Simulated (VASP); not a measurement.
A run of VASP 6.6.1 is set up as follows.

The input POSCAR:

```
KBr
1.0
    0.0000000000      3.3940840028      3.3940840028
    3.3940840028      0.0000000000      3.3940840028
    3.3940840028      3.3940840028      0.0000000000
K Br
1 1
Direct
    0.0000000000      0.0000000000      0.0000000000
    0.5000000000      0.5000000000      0.5000000000
```

The input INCAR.step1:

```
SYSTEM = KBr
  PREC = Accurate
  ENCUT = 520
  EDIFF = 1E-5
  ISMEAR = -1
  SIGMA = 0.05
  LREAL = .FALSE.
  LASPH = .TRUE.
  NELM = 80
  ALGO = Normal
  ISIF = 2
  LWAVE = .TRUE.
  GGA = PE
  NBANDS = 15
```

Contents of INCAR.step2:

```
SYSTEM = KBr
  PREC = Accurate
  ENCUT = 520
  EDIFF = 1E-6
  ISMEAR = -1
  SIGMA = 0.05
  LREAL = .FALSE.
  LASPH = .TRUE.
  NELM = 80
  ALGO = Normal
  ISIF = 2
  LWAVE = .FALSE.
  LCHARG = .TRUE.
  GGA = PE
  LHFCALC = .TRUE.
  HFSCREEN = 0.2079
  PRECFOCK = Normal
  LELF = .TRUE.
  LVHAR = .TRUE.
  ISTART = 1
  NBANDS = 15
```

File KPOINTS:

```
Automatic mesh
0
G
  4 4 4
  0 0 0
```

Potentials or basis: VASP PAW PBE potentials, release 64 (K_sv, Br).

Launch:

```sh
$ cat potpaw_PBE.64/K_sv/POTCAR potpaw_PBE.64/Br/POTCAR > POTCAR
$ cp INCAR.step1 INCAR
$ mpirun -np 1 vasp_std > vasp.out
$ cp INCAR.step2 INCAR
$ mpirun -np 1 vasp_std > vasp.out
```

(1) Estimate the band gap on the k mesh.

(2) Estimate the pressure.

Results:

(1) 5.37 eV.

(2) -0.7 GPa.

Caveat: the PAW data sets were made with another functional, which shifts forces and pressure a little.
